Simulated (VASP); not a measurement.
# ZnS in VASP: a series of runs

Aim: see how the results for ZnS move with the level of theory and the settings. Levels: PBE, r2SCAN, HSE06. Tasks: single point.

Program: VASP 6.6.1. These are calculated values, not measurements. Logs are shortened: lines on timing, memory, paths and dates and some standing lists are left out, and cuts for length are marked.

## Step 1: The cell of the first run

It takes space group R3m (No. 160, trigonal). Conventional cell: a = 3.891 Å, b = 3.891 Å, c = 9.216 Å, α = 90.00°, β = 90.00°, γ = 120.00°. Within 3.1 Å of Zn (site symmetry 3m) lie 4 S at 2.34 to 2.36 Å. S (site symmetry 3m) has 4 Zn at 2.34 to 2.36 Å within 3.1 Å.

## Step 2: Single point, PBE (epitaxial 111 strain +2.1%)

INCAR reads:

```
SYSTEM = ZnS
ALGO     = Normal         ! electronic algorithm
EDIFF    = 1E-6           ! SCF threshold, eV
ENCUT    = 520            ! plane-wave cutoff, eV
GGA      = PE             ! functional
ISIF     = 2              ! what is computed and relaxed
ISMEAR   = -1             ! smearing method
LASPH    = .TRUE.         ! aspherical terms in the spheres
LCHARG   = .TRUE.         ! write CHGCAR
LELF     = .TRUE.         ! ELF
LREAL    = .FALSE.        ! projectors in reciprocal space
LVHAR    = .TRUE.       
LWAVE    = .FALSE.        ! write WAVECAR
NBANDS   = 16             ! bands
NELM     = 60             ! most SCF steps
PREC     = Accurate       ! precision mode
SIGMA    = 0.02           ! smearing width, eV
```

KPOINTS reads:

```
k-points
0
G
  8 8 8
  0 0 0
```

POSCAR reads:

```
ZnS
1.0
   -0.0607385510      2.6907313116      2.6907313116
    2.6907313116     -0.0607385510      2.6907313116
    2.6907313116      2.6907313116     -0.0607385510
Zn S
1 1
Direct
   -0.0018929377     -0.0018929377     -0.0018929377
    0.2518929377      0.2518929377      0.2518929377
```

Potentials or basis: VASP PAW PBE potentials, release 64 (Zn, S).

Run with:

```
$ cat potpaw_PBE.64/Zn/POTCAR potpaw_PBE.64/S/POTCAR > POTCAR
$ mpirun -np 1 vasp_std > vasp.out
```

OUTCAR:

```text
SYSTEM = ZnS
   EDIFF = 1E-6
   ENCUT = 520
   GGA = PE
   ISIF = 2
   ISMEAR = -1
   LASPH = .TRUE.
   LREAL = .FALSE.
   NELM = 60
   PREC = Accurate

 ion  position               nearest neighbor table
   1  0.998  0.998  0.998-   2 2.34   2 2.36   2 2.36   2 2.36
   2  0.252  0.252  0.252-   1 2.34   1 2.36   1 2.36   1 2.36

  LATTYP: Found a trigonal (rhomboedric) cell.
 ALAT       =     3.8057534279
 COS(alpha) =     0.4773051440

  Lattice vectors:

 A1 = (  -0.0607385510,   2.6907313116,   2.6907313116)
 A2 = (   2.6907313116,  -0.0607385510,   2.6907313116)
 A3 = (   2.6907313116,   2.6907313116,  -0.0607385510)

Analysis of symmetry for initial positions (statically):
=====================================================================
 Subroutine PRICEL returns:
 Original cell was already a primitive cell.

 Routine SETGRP: Setting up the symmetry group for a
 trigonal (rhombohedral) supercell.

 Subroutine GETGRP returns: Found  6 space group operations
 (whereof  6 operations were pure point group operations)
 out of a pool of 12 trial point group operations.

The static configuration has the point symmetry C_3v.

Analysis of symmetry for dynamics (positions and initial velocities):
=====================================================================
 Subroutine PRICEL returns:
 Original cell was already a primitive cell.

 Routine SETGRP: Setting up the symmetry group for a
 trigonal (rhombohedral) supercell.

 Subroutine GETGRP returns: Found  6 space group operations
 (whereof  6 operations were pure point group operations)
 out of a pool of 12 trial point group operations.

The dynamic configuration has the point symmetry C_3v.

 Subroutine INISYM returns: Found  6 space group operations
 (whereof  6 operations are pure point group operations),
 and found     1 'primitive' translations

----------------------------------------------------------------------------------------

                                     Primitive cell

  volume of cell :      40.2810

  direct lattice vectors                    reciprocal lattice vectors
    -0.060738551  2.690731312  2.690731312    -0.179646622  0.183795483  0.183795483
     2.690731312 -0.060738551  2.690731312     0.183795483 -0.179646622  0.183795483
     2.690731312  2.690731312 -0.060738551     0.183795483  0.183795483 -0.179646622

  length of vectors
     3.805753428  3.805753428  3.805753428     0.315965929  0.315965929  0.315965929

  position of ions in fractional coordinates (direct lattice)
     0.998107062  0.998107062  0.998107062
     0.251892938  0.251892938  0.251892938

  ion indices of the primitive-cell ions
   primitive index   ion index
                 1           1
                 2           2

----------------------------------------------------------------------------------------

 KPOINTS: k-points

Automatic generation of k-mesh.
 Grid dimensions read from file:
 generate k-points for:    8    8    8

 Generating k-lattice:

  Cartesian coordinates                     Fractional coordinates (reciprocal lattice)
    -0.022455828  0.022974435  0.022974435     0.125000000 -0.000000000 -0.000000000
     0.022974435 -0.022455828  0.022974435    -0.000000000  0.125000000 -0.000000000
     0.022974435  0.022974435 -0.022455828    -0.000000000 -0.000000000  0.125000000

  Length of vectors
     0.039495741  0.039495741  0.039495741

  Shift w.r.t. Gamma in fractional coordinates (k-lattice)
     0.000000000  0.000000000  0.000000000

 Subroutine IBZKPT returns following result:
 ===========================================

 Found     65 irreducible k-points:

 Following reciprocal coordinates:
            Coordinates               Weight
  0.000000  0.000000  0.000000      1.000000
  0.125000 -0.000000 -0.000000      6.000000
  0.250000 -0.000000 -0.000000      6.000000
  0.375000  0.000000  0.000000      6.000000
  0.500000 -0.000000 -0.000000      3.000000
  0.125000  0.125000  0.000000      6.000000
[... 16 lines left out ...]
  0.250000  0.125000  0.125000      6.000000
  0.375000  0.125000  0.125000      6.000000
 [... further k-points ...]
   k-points           NKPTS =     65   k-points in BZ     NKDIM =     65   number of bands    NBANDS=     16
   number of dos      NEDOS =    301   number of ions     NIONS =      2
   total plane-waves  NPLWV =  21952
   dimension x,y,z NGX =    28 NGY =   28 NGZ =   28
   dimension x,y,z NGXF=    56 NGYF=   56 NGZF=   56
   ions per type =               1   1
   NGX,Y,Z   is equivalent  to a cutoff of  12.23, 12.23, 12.23 a.u.
   NGXF,Y,Z  is equivalent  to a cutoff of  24.46, 24.46, 24.46 a.u.
 SYSTEM =  ZnS
   PREC   = accura    normal or accurate (medium, high low for compatibility)
   ISTART =      0    job   : 0-new  1-cont  2-samecut
   ICHARG =      2    charge: 1-file 2-atom 10-const
   ISPIN  =      1    spin polarized calculation?
   LNONCOLLINEAR =      F non collinear calculations
   LSORBIT =      F    spin-orbit coupling
   LASPH  =      T    aspherical Exc in radial PAW
   ENCUT  =  520.0 eV  38.22 Ry    6.18 a.u.   7.08  7.08  7.08*2*pi/ulx,y,z
   NELM   =     60;   NELMIN=  2; NELMDL= -5     # of ELM steps
   EDIFF  = 0.1E-05   stopping-criterion for ELM
   LREAL  =      F    real-space projection
   EDIFFG = 0.1E-04   stopping-criterion for IOM
   NSW    =      0    number of steps for IOM
   IBRION =     -1    ionic relax: 0-MD 1-quasi-New 2-CG
   NFREE  =      0    steps in history (QN), initial steepest desc. (CG)
   ISIF   =      2    stress and relaxation
   ISYM   =      2    0-nonsym 1-usesym 2-fastsym
   POTIM  = 0.5000    time-step for ionic-motion
   TEBEG  =    0.0;   TEEND  =   0.0 temperature during run
   PSTRESS=    0.0 pullay stress
   NELECT =      18.0000    total number of electrons
   NUPDOWN=      -1.0000    fix difference up-down
   EMIN   =  10.00;   EMAX   =-10.00  energy-range for DOS
   EFERMI =   0.00;   METHOD = LEGACY
   ISMEAR =    -1;   SIGMA  =   0.02  broadening in eV -4-tet -1-fermi 0-gaus
   EFERMI_NEDOS =   21; number of points for ismear=-14 and -15
   IALGO  =     38    algorithm
   IMIX   =      4    mixing-type and parameters
     AMIX     =   0.40;   BMIX     =  1.00
     AMIX_MAG =   1.60;   BMIX_MAG =  1.00
  volume/ion in A,a.u.               =      20.14       135.91
  Fermi-wavevector in a.u.,A,eV,Ry     =   1.251600  2.365181 21.313564  1.566503
  Thomas-Fermi vector in A             =   2.385540
   LORBIT       =      0    0 simple, 1 ext, 2 COOP (PROOUT), +10 PAW based schemes
   GGA     = PE    functional components
   LHFCALC =     F    Hartree Fock is set to
   AEXX    =    0.0000 exact exchange contribution
   IVDW    =     0    specifies the selected vdW correction
   LEPSILON=     F    determine dielectric tensor
   LRPA    =     F    only Hartree local field effects (RPA)
 non-spin polarized calculation
  energy-cutoff  :      520.00
  volume of cell :       40.28
 maximum number of plane-waves:      1104
   NGX = 15   NGY = 15   NGZ = 15

 number of electron      17.9999989 magnetization

 Free energy of the ion-electron system (eV)
  ---------------------------------------------------
  ext. energy  EPLUGINS =         0.00000000
  ---------------------------------------------------
  free energy    TOTEN  =        -6.84367809 eV

  energy without entropy =       -6.84367809  energy(sigma->0) =       -6.84367809

 E-fermi :   2.4227     XC(G=0):  -9.5342

 val. band max:        2.0174023077   @ k =   0.0000   0.0000   0.0000
 cond. band min:       3.9204079870   @ k =   0.0000   0.0000   0.0000
 fundamental gap:      1.9030056793
 Fermi energy:         2.4226637827

 k-point     1 :       0.0000    0.0000    0.0000
  band No.  band energies     occupation
      1     -11.0795      2.00000
      2      -4.3474      2.00000
      3      -4.3474      2.00000
      4      -4.3310      2.00000
      5      -3.8699      2.00000
      6      -3.8699      2.00000
[... 8 lines left out ...]
     15      13.6603      0.00000
     16      13.6775      0.00000

 k-point     2 :       0.1250   -0.0000   -0.0000
  band No.  band energies     occupation
      1     -10.9692      2.00000
      2      -4.3437      2.00000
      3      -4.3268      2.00000
      4      -4.3125      2.00000
      5      -3.8721      2.00000
      6      -3.8704      2.00000
[... 8 lines left out ...]
     15      13.1527      0.00000
     16      14.4762      0.00000

 k-point     3 :       0.2500   -0.0000   -0.0000
  band No.  band energies     occupation
      1     -10.6818      2.00000
      2      -4.2964      2.00000
      3      -4.2808      2.00000
      4      -4.2679      2.00000
      5      -3.8713      2.00000
      6      -3.8651      2.00000
[... 8 lines left out ...]
     15      13.0650      0.00000
     16      14.1323      0.00000

 k-point     4 :       0.3750    0.0000    0.0000
  band No.  band energies     occupation
      1     -10.3569      2.00000
      2      -4.2432      2.00000
      3      -4.2425      2.00000
      4      -4.0774      2.00000
      5      -3.8587      2.00000
      6      -3.8470      2.00000
[... 8 lines left out ...]
     15      13.7449      0.00000
     16      14.2168      0.00000
[... 324 lines left out ...]
 k-point    22 :       0.1250    0.1250    0.1250
  band No.  band energies     occupation
      1     -10.9596      2.00000
      2      -4.3303      2.00000
      3      -4.3261      2.00000
      4      -4.3261      2.00000
      5      -3.8720      2.00000
      6      -3.8720      2.00000
[... 8 lines left out ...]
     15      13.0021      0.00000
     16      14.4674      0.00000

 k-point    23 :       0.2500    0.1250    0.1250
  band No.  band energies     occupation
      1     -10.7843      2.00000
      2      -4.3309      2.00000
      3      -4.3002      2.00000
      4      -4.2766      2.00000
      5      -3.8866      2.00000
      6      -3.8573      2.00000
[... 8 lines left out ...]
     15      13.2783      0.00000
     16      15.5515      0.00000

 k-point    24 :       0.3750    0.1250    0.1250
  band No.  band energies     occupation
      1     -10.4783      2.00000
      2      -4.2605      2.00000
      3      -4.2506      2.00000
      4      -4.2154      2.00000
      5      -3.8888      2.00000
      6      -3.8347      2.00000
[... 8 lines left out ...]
     15      14.4248      0.00000
     16      15.3532      0.00000

 [... further k-points ...]

------------------------ aborting loop because EDIFF is reached ----------------------------------------

  FORCE on cell =-STRESS in cart. coord.  units (eV):
  Direction    XX          YY          ZZ          XY          YZ          ZX
  --------------------------------------------------------------------------------------
  -------------------------------------------------------------------------------------
  Total        0.0556781      0.0556781      0.0556781      0.2590299      0.2590299      0.2590299
  in kB        2.2145957      2.2145957      2.2145957     10.3029170     10.3029170     10.3029170
  external PRESSURE =       2.2145957 kB  Pullay stress =       0.0000000 kB

 VOLUME and BASIS-vectors are now :
 -----------------------------------------------------------------------------
  energy-cutoff  :      520.00
  volume of cell :       40.28
      direct lattice vectors                 reciprocal lattice vectors
    -0.060738551  2.690731312  2.690731312    -0.179646622  0.183795483  0.183795483
     2.690731312 -0.060738551  2.690731312     0.183795483 -0.179646622  0.183795483
     2.690731312  2.690731312 -0.060738551     0.183795483  0.183795483 -0.179646622

 POSITION                                       TOTAL-FORCE (eV/Angst)
 -----------------------------------------------------------------------------------
      5.31065      5.31065      5.31065        -0.006373     -0.006373     -0.006373
      1.34025      1.34025      1.34025         0.006373      0.006373      0.006373
 -----------------------------------------------------------------------------------
    total drift:                               -0.000151     -0.000151     -0.000151

  FREE ENERGIE OF THE ION-ELECTRON SYSTEM (eV)
  ---------------------------------------------------
  free  energy   TOTEN  =        -6.8436780923 eV

  energy  without entropy=       -6.8436780923  energy(sigma->0) =       -6.84367809
```

Run time: 36 s. Hardware: 1 thread of Intel Xeon Platinum 8259CL at 2.50GHz (Skylake/Cascade Lake), shared host; peak memory 0.18 GiB.

Results:

```
Free energy            : -6.8437 eV
Pressure               : 0.2 GPa
Largest force          : 0.011 eV/Å
Band gap on the k mesh : 1.90 eV
```

Forces in eV/Å, atoms in the order of the input:
```
Zn  -0.006 -0.006 -0.006
S    0.006  0.006  0.006
```

Caveat: the cell differs from its parent crystal (epitaxial 111 strain +2.1%).

## Step 3: Single point, r2SCAN (epitaxial 111 strain +2.1%)

POSCAR is that of step 2.

INCAR.step1 reads:

```
PREC = Accurate
ENCUT = 520
ISMEAR = 0
SIGMA = 0.01
LREAL = F
LASPH = T
NELM = 100
NBANDS = 16
GGA = PE
ALGO = Normal
EDIFF = 1E-4
LWAVE = T
LCHARG = F
```

INCAR.step2 reads:

```
PREC = Accurate
ENCUT = 520
EDIFF = 1E-7
ISMEAR = 0
SIGMA = 0.01
LREAL = F
LASPH = T
NELM = 100
ALGO = Normal
ISIF = 2
LWAVE = F
LCHARG = F
METAGGA = R2SCAN
LMIXTAU = T
NBANDS = 16
ISTART = 1
```

KPOINTS reads:

```
regular mesh
0
Gamma
  8 8 8
```

Potentials or basis: VASP PAW PBE potentials, release 64 (Zn, S).

Run with:

```
$ cat potpaw_PBE.64/Zn/POTCAR potpaw_PBE.64/S/POTCAR > POTCAR
$ cp INCAR.step1 INCAR
$ mpirun -np 1 vasp_std > vasp.out
$ cp INCAR.step2 INCAR
$ mpirun -np 1 vasp_std > vasp.out
```

OUTCAR:

```text
PREC = Accurate
   ENCUT = 520
   EDIFF = 1E-7
   ISMEAR = 0
   LREAL = F
   LASPH = T
   NELM = 100
   ISIF = 2
   METAGGA = R2SCAN
   ISTART = 1

 ion  position               nearest neighbor table
   1  0.998  0.998  0.998-   2 2.34   2 2.36   2 2.36   2 2.36
   2  0.252  0.252  0.252-   1 2.34   1 2.36   1 2.36   1 2.36

  LATTYP: Found a trigonal (rhomboedric) cell.
 ALAT       =     3.8057534279
 COS(alpha) =     0.4773051440

  Lattice vectors:

[... 641 lines left out ...]
 [... further k-points ...]

------------------------ aborting loop because EDIFF is reached ----------------------------------------

  FORCE on cell =-STRESS in cart. coord.  units (eV):
  Direction    XX          YY          ZZ          XY          YZ          ZX
  --------------------------------------------------------------------------------------
  -------------------------------------------------------------------------------------
  Total       -0.5375171     -0.5375171     -0.5375171      0.2699604      0.2699604      0.2699604
  in kB      -21.3797483    -21.3797483    -21.3797483     10.7376781     10.7376781     10.7376781
  external PRESSURE =     -21.3797483 kB  Pullay stress =       0.0000000 kB

 VOLUME and BASIS-vectors are now :
 -----------------------------------------------------------------------------
  energy-cutoff  :      520.00
  volume of cell :       40.28
      direct lattice vectors                 reciprocal lattice vectors
    -0.060738551  2.690731312  2.690731312    -0.179646622  0.183795483  0.183795483
     2.690731312 -0.060738551  2.690731312     0.183795483 -0.179646622  0.183795483
     2.690731312  2.690731312 -0.060738551     0.183795483  0.183795483 -0.179646622

 POSITION                                       TOTAL-FORCE (eV/Angst)
 -----------------------------------------------------------------------------------
      5.31065      5.31065      5.31065        -0.002827     -0.002827     -0.002827
      1.34025      1.34025      1.34025         0.002827      0.002827      0.002827
 -----------------------------------------------------------------------------------
    total drift:                               -0.005313     -0.005313     -0.005313

  FREE ENERGIE OF THE ION-ELECTRON SYSTEM (eV)
  ---------------------------------------------------
  free  energy   TOTEN  =       -18.8492583883 eV

  energy  without entropy=      -18.8492583883  energy(sigma->0) =      -18.84925839
```

Run time: 2.6 min. Hardware: 1 thread of Intel Xeon Platinum 8259CL at 2.50GHz (Skylake/Cascade Lake), shared host; peak memory 0.19 GiB.

What came out:

| Item | Value |
| --- | --- |
| Free energy | -18.8493 eV |
| Pressure | -2.1 GPa |
| Largest force | 0.005 eV/Å |
| Band gap on the k mesh | 2.45 eV |

Forces in eV/Å, atoms in the order of the input:
```
Zn  -0.003 -0.003 -0.003
S    0.003  0.003  0.003
```

Levels at points of the mesh, in eV from the valence-band top:
| k point | band 6 | band 7 | band 8 | band 9 | band 10 | band 11 | band 12 | band 13 |
| --- | --- | --- | --- | --- | --- | --- | --- | --- |
| (0.00, 0.00, 0.00) | -6.01 | -0.16 | -0.16 | 0.00 | 2.45 | 6.67 | 6.67 | 7.14 |
| (0.50, 0.00, 0.00) | -5.83 | -5.37 | -0.99 | -0.85 | 3.75 | 7.31 | 7.44 | 9.19 |
| (0.50, 0.50, 0.00) | -5.80 | -4.63 | -2.42 | -2.19 | 3.62 | 4.43 | 11.41 | 12.54 |
| (0.50, 0.50, 0.50) | -5.79 | -5.29 | -1.08 | -1.08 | 3.40 | 7.10 | 7.10 | 9.26 |

Caveat: the cell differs from its parent crystal (epitaxial 111 strain +2.1%); the PAW data sets were made with another functional, which shifts forces and pressure a little.

## Step 4: Single point, HSE06 (uniaxial z strain +2.9%)

POSCAR reads:

```
ZnS
1.0
    0.0000000000      2.6940858343      2.7730225493
    2.6940858343      0.0000000000      2.7730225493
    2.6940858343      2.6940858343      0.0000000000
Zn S
1 1
Direct
    0.0000000000      0.0000000000      0.0000000000
    0.2500000000      0.2500000000      0.2500000000
```

INCAR.step1 reads:

```
SYSTEM = ZnS
ALGO = Normal
EDIFF = 1E-5
ENCUT = 520
GGA = PE
ISIF = 2
ISMEAR = 0
LASPH = .True.
LREAL = .False.
LWAVE = .True.
NBANDS = 16
NELM = 60
PREC = Accurate
SIGMA = 0.01
```

INCAR.step2 reads:

```
SYSTEM = ZnS
ALGO = Normal
EDIFF = 1E-7
ENCUT = 520
GGA = PE
HFSCREEN = 0.2079
ISIF = 2
ISMEAR = 0
ISTART = 1
LASPH = .True.
LCHARG = .True.
LELF = .True.
LHFCALC = .True.
LREAL = .False.
LVHAR = .True.
LWAVE = .False.
NBANDS = 16
NELM = 60
PREC = Accurate
PRECFOCK = Normal
SIGMA = 0.01
```

KPOINTS reads:

```
k-points
0
Gamma
  6 6 6
  0 0 0
```

Run with:

```
$ cat potpaw_PBE.64/Zn/POTCAR potpaw_PBE.64/S/POTCAR > POTCAR
$ cp INCAR.step1 INCAR
$ mpirun -np 1 vasp_std > vasp.out
$ cp INCAR.step2 INCAR
$ mpirun -np 1 vasp_std > vasp.out
```

Run time: 43 min. Hardware: 1 thread of Intel Xeon 6975P-C (Granite Rapids), shared host; peak memory 0.29 GiB.

The run converged. Its results:

```yaml
Free_energy: -8.3701 eV
Pressure: -0.6 GPa
Band_gap_on_the_k_mesh: 3.19 eV
```

Stress tensor (GPa, compression positive):
```
-0.16  0.00  0.00
 0.00 -0.16  0.00
 0.00  0.00 -1.47
```

Levels at points of the mesh, in eV from the valence-band top:
```csv
k point,band 7,band 8,band 9,band 10,band 11,band 12
"(0.00, 0.00, 0.00)",-0.11,0.00,0.00,3.19,7.65,7.66
"(0.50, 0.00, 0.00)",-5.49,-1.01,-0.83,4.45,8.03,8.29
"(0.50, 0.50, 0.00)",-5.05,-2.20,-2.20,4.48,5.41,12.13
"(0.50, 0.00, 0.50)",-4.86,-2.39,-2.33,4.34,5.13,12.45
```

Caveat: the cell differs from its parent crystal (uniaxial z strain +2.9%); the PAW data sets were made with another functional, which shifts forces and pressure a little.

## Step 5: The runs side by side

```csv
level,cell,k mesh,smearing,grid for exact exchange (PRECFOCK),share of exact exchange,screening parameter,gap on the mesh (eV),pressure (GPa)
PBE,"a = 3.806 Å, angles 61.5°, 2 atoms, epitaxial 111 strain +2.1%",8 × 8 × 8,fermi-dirac 0.02 eV,-,-,-,1.90,0.2
r2SCAN,"a = 3.806 Å, angles 61.5°, 2 atoms, epitaxial 111 strain +2.1%",8 × 8 × 8,gaussian 0.01 eV,-,-,-,2.45,-2.1
HSE06,"a = 3.866, b = 3.866, c = 3.810 Å, angles 60.5, 60.5, 59.0°, 2 atoms, uniaxial z strain +2.9%",6 × 6 × 6,gaussian 0.01 eV,Normal,0.25,0.2079 1/Å,3.19,-0.6
```

Alike in all rows: task single point; potentials or basis VASP PAW PBE potentials, release 64 (Zn, S); no spin polarisation; cutoff (eV) 520.

Caveats: the PAW data sets were made with another functional, which shifts forces and pressure a little (at least some runs).

Total energies depend on the potentials used, so only differences within one code and one set of settings carry meaning.
